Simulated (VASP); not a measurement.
Here is a VASP 6.6.1 calculation.

File INCAR:

```
SYSTEM = Ti
ALGO     = Fast           ! electronic algorithm
EDIFF    = 1E-7           ! SCF threshold, eV
ENCUT    = 520            ! plane-wave cutoff, eV
GGA      = PS             ! functional
ISIF     = 2              ! what is computed and relaxed
ISMEAR   = 0              ! smearing method
ISYM     = 0            
LASPH    = .TRUE.         ! aspherical terms in the spheres
LCHARG   = .FALSE.        ! write CHGCAR
LREAL    = .FALSE.        ! projectors in reciprocal space
LWAVE    = .FALSE.        ! write WAVECAR
NBANDS   = 12             ! bands
NELM     = 80             ! most SCF steps
PREC     = Accurate       ! precision mode
SIGMA    = 0.1            ! smearing width, eV
```

The input KPOINTS:

```
k-points
0
G
  12 12 15
  0 0 0
```

Contents of POSCAR:

```
Ti
1.0
    2.9489241659     -0.0000009937     -0.0031860562
   -1.4744629435      2.5538447321      0.0000000000
    1.4720150289      0.8498682732      2.2920854876
Ti
1
Direct
    0.0000000000      0.0000000000      0.0000000000
```

Potentials or basis: VASP PAW PBE potentials, release 64 (Ti_sv).

Run with:

```sh
$ cat potpaw_PBE.64/Ti_sv/POTCAR > POTCAR
$ mpirun -np 1 vasp_std > vasp.out
```

**Question.** Estimate the pressure.

**Answer.** -4.1 GPa.

**Question.** What does it give for the band gap on the k mesh?

**Answer.** Zero (band 6 reaches 8.97 eV, above the bottom of band 7 at 7.71 eV).

Stress tensor (GPa, compression positive):
```
-5.90  0.11 -0.03
 0.11 -6.02 -0.02
-0.03 -0.02 -0.34
```

Caveat: the PAW data sets were made with another functional, which shifts forces and pressure a little.
